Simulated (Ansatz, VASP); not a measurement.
CaSe: VASP beside Ansatz

```xyz
2
Lattice="0.0000 3.3000 3.3000 3.3000 0.0000 3.3000 3.3000 3.3000 0.0000" Properties=species:S:1:pos:R:3 pbc="T T T"
Ca    0.0000    0.0000    0.0000
Se    4.9500    4.9500    4.9500
```

Alike in both runs: task single point; functional PBE; k mesh 1 × 1 × 1; occupations gaussian, width 0.1 eV; no spin polarisation.

|  | VASP | Ansatz |
| --- | --- | --- |
| version | VASP 6.6.1 | Ansatz 0.2.0 |
| potentials or method | VASP PAW PBE potentials, release 64 (Ca_sv, Se) | scalar-relativistic, plane waves, PAW (harder set) |
| plane-wave cutoff (eV) | 500 | 580 |
| valence electrons in the cell | 16 | 26 |

```csv
,VASP,Ansatz,Ansatz less VASP
gap on the k mesh at the Fermi level (eV),3.14,3.14,-0.003
least direct gap on the mesh (eV),3.14,3.14,-0.003
pressure (GPa),-1.8,-1.8,-0.04
```

VASP's potentials hold 16 valence electrons a cell and Ansatz's 26, so a difference there can come from the potentials and not from the codes.

The k mesh is coarse, so the values compare programs but aren't converged.
